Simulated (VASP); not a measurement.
Here is a VASP 6.6.1 calculation.

Contents of INCAR:

```
PREC = Accurate ; ENCUT = 520
EDIFF = 1E-6 ; ISMEAR = -1
SIGMA = 0.1 ; LREAL = Auto
LASPH = T ; NELM = 100
ALGO = Normal ; ISIF = 2
LWAVE = F ; LCHARG = F
GGA = PE ; NBANDS = 128
```

KPOINTS

```
Automatic mesh
0
Gamma
  2 2 2
```

File POSCAR:

```
LiMo16
1.0
    6.3000000000      0.0000000000      0.0000000000
    0.0000000000      6.3000000000      0.0000000000
    0.0000000000      0.0000000000      6.3000000000
Mo Li
16 1
Direct
   -0.0070123910      0.0006797811     -0.0005326944
    0.4942302479      0.0005033527     -0.0077548083
   -0.0067122781      0.4992884707     -0.0076861890
   -0.0532740438      0.0471788976      0.5438520068
    0.2432466005      0.2430475305      0.2442535692
    0.5047438617      0.4887546681     -0.0174710976
    0.4855641576     -0.0007597244      0.4932655756
    0.7426251766      0.2509108692      0.2439753232
   -0.0056004587      0.5085327764      0.4929777933
    0.2931263093      0.7005969165      0.1973640140
    0.2441466746      0.2525298912      0.7451550983
    0.4956231617      0.4978862077      0.4946703829
    0.7500271781      0.7500453622      0.2437978125
    0.7324054078      0.2611780417      0.7545648488
    0.2424349262      0.7513440359      0.7357405981
    0.7412740226      0.7494672441      0.7452161024
    0.1134926470      0.8793109790      0.3592922643
```

Potentials or basis: VASP PAW PBE potentials, release 64 (Mo_sv, Li_sv).

Run with:

```sh
$ cat potpaw_PBE.64/Mo_sv/POTCAR potpaw_PBE.64/Li_sv/POTCAR > POTCAR
$ mpirun -np 1 vasp_std > vasp.out
```

What does it give for the band gap on the k mesh?

Zero (an odd number of electrons rules out a gap without spin polarisation).

What does it give for the largest force?

0.119 eV/Å.

Forces on the atoms (eV/Å):
```
Mo   0.030 -0.038  0.041
Mo   0.011 -0.016 -0.001
Mo   0.009 -0.004 -0.009
Mo  -0.081  0.078  0.039
Mo  -0.009  0.023 -0.011
Mo   0.038 -0.041 -0.032
Mo   0.000 -0.014 -0.036
Mo  -0.003  0.001  0.004
Mo  -0.002 -0.044 -0.004
Mo  -0.001 -0.002 -0.031
Mo  -0.013  0.002  0.029
Mo   0.018 -0.010 -0.011
Mo   0.016  0.035  0.020
Mo  -0.018  0.034  0.034
Mo  -0.021  0.014 -0.011
Mo  -0.006  0.009  0.011
Li   0.031 -0.030 -0.032
```

Caveat: the k points lie up to 0.50 Å⁻¹ apart, too coarse for converged energies and pressures of a metal; atoms lie so close that the PAW spheres overlap strongly, which falsifies energies and pressures.
